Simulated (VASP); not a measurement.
A run of VASP 6.6.1 is set up as follows.

Contents of INCAR:

```
AGGAC = 1.0
AGGAX = 1.0
ALDAC = 0.0
ALDAX = 1.0
ALGO = Normal
EDIFF = 1E-7
ENCUT = 520
GGA = B5
ISIF = 2
ISMEAR = -1
IVDW = 13
LASPH = T
LCHARG = T
LELF = T
LREAL = F
LVHAR = T
LWAVE = F
NBANDS = 17
NELM = 100
PREC = Accurate
SIGMA = 0.05
VDW_A1 = 0.44488865
VDW_A2 = 4.0933009
VDW_S6 = 1.0
VDW_S8 = 2.34076671
```

Contents of KPOINTS:

```
k-points
0
Gamma
  8 8 8
```

Contents of POSCAR:

```
PbS
1.0
    0.0000000000      3.0636848996      3.0636848996
    3.0636848996      0.0000000000      3.0636848996
    3.0636848996      3.0636848996      0.0000000000
Pb S
1 1
Direct
    0.0000000000      0.0000000000      0.0000000000
    0.5000000000      0.5000000000      0.5000000000
```

Potentials or basis: VASP PAW PBE potentials, release 64 (Pb_d, S).

Command:

```bash
$ cat potpaw_PBE.64/Pb_d/POTCAR potpaw_PBE.64/S/POTCAR > POTCAR
$ mpirun -np 1 vasp_std > vasp.out
```

Task: Predict the band gap on the k mesh.

Result: 0.75 eV, direct.

Task: Predict the pressure.

Result: 0.1 GPa.

Task: Predict the dispersion energy per atom.

Result: -0.696 eV.

Caveat: the PAW data sets were made with another functional, which shifts forces and pressure a little; spin-orbit coupling is left out, which moves the levels of the heavy elements. A k mesh can miss the band edges.
